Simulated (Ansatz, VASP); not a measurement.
## Ga3Bi2As: VASP beside Ansatz

```
As Ga Bi
1.0
    -2.17227    6.52588    3.07687
     2.17227   -6.52588    3.07687
     2.17227    6.52588   -3.07687
As Ga Bi
1 3 2
Direct
  0.00257 0.00257 0.00000
  0.22089 0.72089 0.50000
  0.61250 0.76554 0.84695
  0.91859 0.76554 0.15305
  0.33176 0.99773 0.33403
  0.66369 0.99773 0.66597
```

Alike in both runs: task single point; functional PBE; k mesh 6 × 6 × 6; occupations fermi-dirac, width 0.02 eV; no spin polarisation.

|  | VASP | Ansatz |
| --- | --- | --- |
| version | VASP 6.6.1 | Ansatz 0.2.0 |
| potentials or method | VASP PAW PBE potentials, release 64 (As, Ga_d, Bi_d) | plane waves, PAW |
| plane-wave cutoff (eV) | 520 | 420 |
| valence electrons in the cell | 74 | 84 |

Ansatz gave:

* pressure (GPa): 1.4
* rms of the force components (eV/Å): 0.013

Problem. Estimate VASP's values.

Solution. Pressure (GPa): 1.4; rms of the force components (eV/Å): 0.014.

VASP's potentials hold 74 valence electrons a cell and Ansatz's 84, so a difference there can come from the potentials and not from the codes.

Spin-orbit coupling is off throughout.
